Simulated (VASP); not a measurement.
Input of a VASP 6.6.1 run:

Contents of INCAR:

```
SYSTEM = Sn2PbO3
  PREC = Accurate
  ENCUT = 600
  EDIFF = 1E-6
  ISMEAR = 0
  SIGMA = 0.02
  LREAL = .False.
  LASPH = .True.
  NELM = 120
  ALGO = Normal
  ISIF = 2
  LWAVE = .False.
  LCHARG = .False.
  GGA = PE
  NBANDS = 72
  GGA_COMPAT = .False.
```

The input KPOINTS:

```
regular mesh
0
Gamma
  8 8 2
  0 0 0
```

Contents of POSCAR:

```
Sn2PbO3
1.0
    3.9199134512      0.0000000000      0.0000000000
    0.0000000000      3.9199134512      0.0000000000
    0.0000000000      0.0000000000     15.6629372894
Sn Pb O
4 2 6
Direct
    0.5000000000      0.5000000000      0.4148716351
    0.0000000000      0.0000000000      0.2688530059
    0.0000000000      0.0000000000      0.5863640554
    0.0000000000      0.0000000000      0.9277651880
    0.5000000000      0.5000000000      0.0798817941
    0.5000000000      0.5000000000      0.7383187418
    0.0000000000      0.5000000000      0.9973565073
    0.0000000000      0.5000000000      0.3387339408
    0.0000000000      0.5000000000      0.6558823416
    0.5000000000      0.0000000000      0.9973565073
    0.5000000000      0.0000000000      0.3387339408
    0.5000000000      0.0000000000      0.6558823416
```

Potentials or basis: VASP PAW PBE potentials, release 64 (Sn_d, Pb_d, O).

Run with:

```console
$ cat potpaw_PBE.64/Sn_d/POTCAR potpaw_PBE.64/Pb_d/POTCAR potpaw_PBE.64/O/POTCAR > POTCAR
$ mpirun -np 1 vasp_std > vasp.out
```

(1) Predict the pressure.

(2) What does it give for the band gap on the k mesh?

(3) Estimate the largest force.

Answers

(1) 0.1 GPa.

(2) 0.85 eV (least direct gap 1.53 eV).

(3) 0.080 eV/Å.

Caveat: spin-orbit coupling is left out, which moves the levels of the heavy elements.
